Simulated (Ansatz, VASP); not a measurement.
## SiC: VASP beside Ansatz

File INCAR:

```
SYSTEM = SiC
ALGO = Normal
EDIFF = 1E-7
ENCUT = 520
GGA = PS
ISIF = 2
ISMEAR = -1
IVDW = 13
LASPH = .TRUE.
LCHARG = .FALSE.
LREAL = .FALSE.
LWAVE = .FALSE.
NBANDS = 16
NELM = 100
PREC = Accurate
SIGMA = 0.05
```

KPOINTS

```
k-points
0
G
  10 10 5
  0 0 0
```

The input POSCAR:

```
SiC
1.0
    3.1363290418      0.0000000000      0.0000000000
   -1.5681645209      2.7161406248      0.0000000000
    0.0000000000      0.0000000000      5.1470055276
Si C
2 2
Direct
    0.6666666667      0.3333333333      0.5000000000
    0.3333333333      0.6666666667      0.0000000000
    0.6666666667      0.3333333333      0.8850000000
    0.3333333333      0.6666666667      0.3850000000
```

File input.yaml:

```yaml
crystal:
  lattice:
    - [3.1363290418, 0.0, 0.0]
    - [-1.5681645209, 2.7161406248, 0.0]
    - [0.0, 0.0, 5.1470055276]
  atoms:
    - { symbol: Si, position: [0.6666666667, 0.3333333333, 0.5] }
    - { symbol: Si, position: [0.3333333333, 0.6666666667, 0.0] }
    - { symbol: C, position: [0.6666666667, 0.3333333333, 0.885] }
    - { symbol: C, position: [0.3333333333, 0.6666666667, 0.385] }
hamiltonian:
  xc: pbesol
  pseudopotentials: { kind: paw }
  dispersion: d4
kpoints:
  mp_grid: { grid: [10, 10, 5] }
scf:
  occupations: { method: fermi_dirac, width: 0.05 }
output:
  forces: true
  stress: true
  eigenvalues: true
  write_density: true
  write_potential: true
  elf: true
  volumetric_format: npy
```

Alike in both runs: task single point; functional PBEsol; dispersion D4; k mesh 10 × 10 × 5; occupations fermi-dirac, width 0.05 eV; no spin polarisation.

|  | VASP | Ansatz |
| --- | --- | --- |
| version | VASP 6.6.1 | Ansatz 0.2.0 |
| potentials or method | VASP PAW PBE potentials, release 64 (Si, C) | Ansatz PAW |
| plane-wave cutoff (eV) | 520 | 420 |
| valence electrons in the cell | 16 | 16 |

|  | VASP | Ansatz | Ansatz less VASP |
| --- | --- | --- | --- |
| gap on the k mesh at the Fermi level (eV) | 2.37 | 2.37 | +0.003 |
| least direct gap on the mesh (eV) | 3.84 | 3.84 | +0.006 |
| pressure (GPa) | -13.1 | -13.4 | -0.31 |
| traceless stress, the component that is largest in VASP (GPa) | -1.75 | -1.69 | +0.057 |
| rms of the force components (eV/Å) | 0.376 | 0.373 | -0.0024 |

VASP's potentials were made for PBE, not for PBEsol. Atom by atom the forces differ by 0.002 eV/Å (rms over components).

Noted on Ansatz's run: odd divisions of the mesh miss points on the zone boundary, where band edges often lie, so the gap on the mesh can be too wide.
